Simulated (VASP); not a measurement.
Runs of VASP 6.6.1 on TiSe. The structure is that of space group P6_3/mmc (No. 194), or close to it. The cells are those of the table. 

| task | cell | k mesh | cutoff (eV) | gap on the mesh (eV) | pressure (GPa) |
| --- | --- | --- | --- | --- | --- |
| single point | a = 3.158, b = 3.158, c = 6.590 Å, angles 90.0, 90.0, 120.0°, 4 atoms | 18 × 18 × 8 | 520 | none | 25.5 |
| relaxation of shape and atoms at fixed volume | relaxed from a = 3.192, b = 3.192, c = 6.577 Å, angles 90.0, 90.0, 120.0°, 4 atoms | 12 × 12 × 8 | 600 | none | 21.3 |
| single point | a = 3.228, b = 3.228, c = 6.650 Å, angles 90.0, 90.0, 120.0°, 4 atoms | 12 × 12 × 8 | 520 | none | 14.7 |
| single point | a = 3.038, b = 3.038, c = 6.488 Å, angles 90.0, 90.0, 120.0°, 4 atoms | 18 × 18 × 8 | 520 | none | (a) |
| single point | a = 3.346, b = 3.346, c = 6.747 Å, angles 90.0, 90.0, 120.0°, 4 atoms | 12 × 12 × 8 | 520 | none | 1.3 |

Alike in all rows: level PBEsol; potentials or basis VASP PAW PBE potentials, release 64 (Ti_sv, Se); no spin polarisation; smearing gaussian 0.1 eV.

Problem. Fill in the values left out.

Solution. (a) 50.7.

Caveats: the PAW data sets were made with another functional, which shifts forces and pressure a little; the cell stands under pressure (at least some runs).

A k mesh can miss the band edges, and the runs leave out spin-orbit coupling on Se.

A gap of «none» marks levels without a gap at the run's occupations.
